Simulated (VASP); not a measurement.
Sc:

```
Sc
1.0
     0.00000    3.19000    3.19000
     3.19000    0.00000    3.19000
     3.19000    3.19000    0.00000
Sc
2
Direct
  0.00000 0.00000 0.00000
  0.25000 0.25000 0.25000
```

This isn't the form of Sc at room conditions, which is hcp.

```yaml
Program: VASP 6.6.1
Task: relaxation of cell and atoms
Functional: PBEsol
Potentials_or_basis: VASP PAW PBE potentials, release 64 (Sc_sv)
Cutoff: 600 eV
k_mesh: 5 × 5 × 5
Occupations: fermi-dirac, width 0.05 eV
Spin: no spin polarisation
```

At the start: pressure -1.0 GPa; volume 32.46 Å³/atom.

Where does the relaxation end?

Over 3 steps the energy falls by 6.9 meV/atom and the volume is 30.54 Å³/atom (-5.9 %); space group Fd-3m (No. 227, to 0.1 Å) before and after.

Step by step:
| step | energy change (eV) | largest force (eV/Å) | pressure (GPa) | volume (Å³) |
| --- | --- | --- | --- | --- |
| 1 | 0.0000 | 0.0000 | -0.96 | 64.92 |
| 2 | -0.0091 | 0.0000 | -0.64 | 63.12 |
| 3 | -0.0138 | 0.0000 | -0.08 | 61.08 |

Final structure:
```
Sc
1.0
     0.00000    3.12581    3.12581
     3.12581    0.00000    3.12581
     3.12581    3.12581    0.00000
Sc
2
Direct
  0.00000 0.00000 0.00000
  0.25000 0.25000 0.25000
```

Caveat: the PAW data sets were made with another functional, which shifts forces and pressure a little.
